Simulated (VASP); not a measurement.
# PtSeS4 (P-3m1) in VASP: notebook, part 2 of 2

VASP 6.6.1. The steps go on from the part before.

**4. Relaxation of cell and atoms, PBE**

This run uses another cell than the first one, of 24.03 Å³/atom.

The input, INCAR:

```
SYSTEM = PtSeS4
  PREC = Accurate
  ENCUT = 600
  EDIFF = 1E-6
  ISMEAR = 0
  SIGMA = 0.02
  LREAL = .False.
  LASPH = .True.
  NELM = 100
  ALGO = Normal
  ISIF = 3
  LWAVE = .False.
  LCHARG = .False.
  GGA = PE
  IBRION = 2
  NSW = 100
  EDIFFG = -0.01
```

The input, KPOINTS:

```
regular mesh
0
Gamma
  12 12 2
  0 0 0
```

The input, POSCAR:

```
PtSeS4
1.0
    3.5789387583      0.0000000000      0.0000000000
   -1.7894693792      3.0994518833      0.0000000000
    0.0000000000      0.0000000000     12.9969580760
Pt Se S
1 1 4
Direct
    0.0000000000      0.0000000000      0.5000000000
    0.0000000000      0.0000000000      0.0000000000
    0.6666666667      0.3333333333      0.5943330252
    0.6666666667      0.3333333333      0.1125960051
    0.3333333333      0.6666666667      0.8874039949
    0.3333333333      0.6666666667      0.4056669748
```

Potentials or basis: VASP PAW PBE potentials, release 64 (Pt, Se, S).

Command:

```bash
$ cat potpaw_PBE.64/Pt/POTCAR potpaw_PBE.64/Se/POTCAR potpaw_PBE.64/S/POTCAR > POTCAR
$ mpirun -np 1 vasp_std > vasp.out
```

OUTCAR:

```text
SYSTEM = PtSeS4
   PREC = Accurate
   ENCUT = 600
   EDIFF = 1E-6
   ISMEAR = 0
   LREAL = .False.
   LASPH = .True.
   NELM = 100
   ISIF = 3
   GGA = PE
   IBRION = 2
   NSW = 100
   EDIFFG = -0.01

 ion  position               nearest neighbor table
   1  0.000  0.000  0.500-   3 2.40   6 2.40   3 2.40   6 2.40   3 2.40   6 2.40
   2  0.000  0.000  0.000-   4 2.53   5 2.53   4 2.53   5 2.53   4 2.53   5 2.53
   3  0.667  0.333  0.594-   1 2.40   1 2.40   1 2.40
   4  0.667  0.333  0.113-   2 2.53   2 2.53   2 2.53
   5  0.333  0.667  0.887-   2 2.53   2 2.53   2 2.53
   6  0.333  0.667  0.406-   1 2.40   1 2.40   1 2.40

  LATTYP: Found a hexagonal cell.
 ALAT       =     3.5789387583
 C/A-ratio  =     3.6315117284

  Lattice vectors:

 A1 = (   3.5789387583,   0.0000000000,   0.0000000000)
 A2 = (  -1.7894693792,   3.0994518833,   0.0000000000)
 A3 = (   0.0000000000,   0.0000000000,  12.9969580760)

Analysis of symmetry for initial positions (statically):
=====================================================================
 Subroutine PRICEL returns:
 Original cell was already a primitive cell.

 Routine SETGRP: Setting up the symmetry group for a
 hexagonal supercell.

[... 183 lines left out ...]
  -------------------------------------------------------------------------------------
  Total       -0.2012960     -0.2012960     -0.1138637      0.0000000      0.0000000      0.0000000
  in kB       -2.2369945     -2.2369945     -1.2653628      0.0000000      0.0000000      0.0000000
  external PRESSURE =      -1.9131173 kB  Pullay stress =       0.0000000 kB
[... 67 lines left out ...]
--------------------------------------- Ionic step        3  -------------------------------------------

 number of electron      40.0000005 magnetization

 Free energy of the ion-electron system (eV)
  ---------------------------------------------------
  ext. energy  EPLUGINS =         0.00000000
  ---------------------------------------------------
  free energy    TOTEN  =       -26.33443413 eV

  energy without entropy =      -26.33443413  energy(sigma->0) =      -26.33443413

 E-fermi :   3.1788     XC(G=0):  -8.8774

 val. band max:        3.0408879290   @ k =   0.0833   0.0833   0.0000
 cond. band min:       3.9219865075   @ k =   0.0000   0.0000   0.5000
 fundamental gap:      0.8810985785
 Fermi energy:         3.1787997799

 k-point     1 :       0.0000    0.0000    0.0000
  band No.  band energies     occupation
      1     -13.3515      2.00000
      2     -11.1899      2.00000
      3      -9.5375      2.00000
      4      -8.9680      2.00000
      5      -6.0221      2.00000
      6      -2.7445      2.00000
[... 637 lines left out ...]
     23       5.5963      0.00000
     24       5.7339      0.00000

 [... further k-points ...]

------------------------ aborting loop because EDIFF is reached ----------------------------------------

  FORCE on cell =-STRESS in cart. coord.  units (eV):
  Direction    XX          YY          ZZ          XY          YZ          ZX
  --------------------------------------------------------------------------------------
  -------------------------------------------------------------------------------------
  Total       -0.0026457     -0.0026457      0.0293973      0.0000000      0.0000000      0.0000000
  in kB       -0.0294615     -0.0294615      0.3273591      0.0000000      0.0000000      0.0000000
  external PRESSURE =       0.0894787 kB  Pullay stress =       0.0000000 kB
[... 21 lines left out ...]
  FREE ENERGIE OF THE ION-ELECTRON SYSTEM (eV)
  ---------------------------------------------------
  free  energy   TOTEN  =       -26.3344341258 eV

  energy  without entropy=      -26.3344341258  energy(sigma->0) =      -26.33443413

 reached required accuracy - stopping structural energy minimisation
```

Run time: 7.7 min. Hardware: 1 thread of Oxide Virtual Turin-like, shared host; peak memory 0.39 GiB.

What came out:

```yaml
Free_energy: -26.3344 eV
Relaxed_volume: 23.98 Å³/atom
Relaxed_cell: a = 3.576 Å, b = 3.576 Å, c = 12.991 Å, α = 90.00°, β = 90.00°, γ = 120.00°
Space_group_after_relaxing_to_0.1_Å: P-3m1 (No. 164)
Energy_gained_by_relaxing: 0.0 meV/atom
Ionic_steps: 3
Pressure_after_relaxing: 0.0 GPa
Largest_force_after_relaxing: 0.005 eV/Å
Band_gap_on_the_k_mesh: 0.88 eV (least direct gap 1.35 eV)
```

Forces in eV/Å, atoms in the order of the input:
```
Pt   0.000  0.000  0.000
Se   0.000  0.000  0.000
S    0.000  0.000  0.000
S    0.000  0.000  0.005
S    0.000  0.000 -0.005
S    0.000  0.000  0.000
```

Step by step:
```
step  energy change (eV)  largest force (eV/Å)  pressure (GPa)  volume (Å³)
   1              0.0000                0.0367           -0.19       144.17
   2              0.0000                0.0390            0.22       143.57
   3             -0.0002                0.0046            0.01       143.88
```

Final structure:
```
Pt Se S
1.0
     3.57609    0.00000    0.00000
    -1.78804    3.09698    0.00000
     0.00000    0.00000   12.99110
Pt Se S
1 1 4
Direct
  0.00000 0.00000 0.50000
  0.00000 0.00000 0.00000
  0.66667 0.33333 0.59427
  0.66667 0.33333 0.11257
  0.33333 0.66667 0.88743
  0.33333 0.66667 0.40573
```

Caveat: spin-orbit coupling is left out, which moves the levels of the heavy elements; this functional lacks dispersion, which binds layers or chains, so the pressure and a relaxed spacing across them are unreliable.

**5. Summary**

| task | cell | k mesh | cutoff (eV) | gap on the mesh (eV) | pressure (GPa) | relaxed volume (Å³/atom) | largest force (eV/Å) |
| --- | --- | --- | --- | --- | --- | --- | --- |
| relaxation of cell and atoms | relaxed from a = 3.587, b = 3.587, c = 12.163 Å, angles 90.0, 90.0, 120.0°, 6 atoms, atomic positions A | 12 × 12 × 4 | 600 | 0.88 | 0.0 | 23.99 | 0.01 |
| single point | a = 3.579, b = 3.579, c = 12.997 Å, angles 90.0, 90.0, 120.0°, 6 atoms, atomic positions B | 12 × 12 × 4 | 520 | 0.88 | -0.2 | - | 0.04 |
| relaxation of cell and atoms | relaxed from a = 3.579, b = 3.579, c = 12.997 Å, angles 90.0, 90.0, 120.0°, 6 atoms, atomic positions B | 12 × 12 × 2 | 600 | 0.88 | 0.0 | 23.98 | - |

Alike in all rows: level PBE; potentials or basis VASP PAW PBE potentials, release 64 (Pt, Se, S); no spin polarisation; smearing gaussian 0.02 eV.

Caveats: spin-orbit coupling is left out, which moves the levels of the heavy elements; this functional lacks dispersion, which binds layers or chains, so the pressure and a relaxed spacing across them are unreliable.

Absolute energies hang on the potentials; compare differences alone.
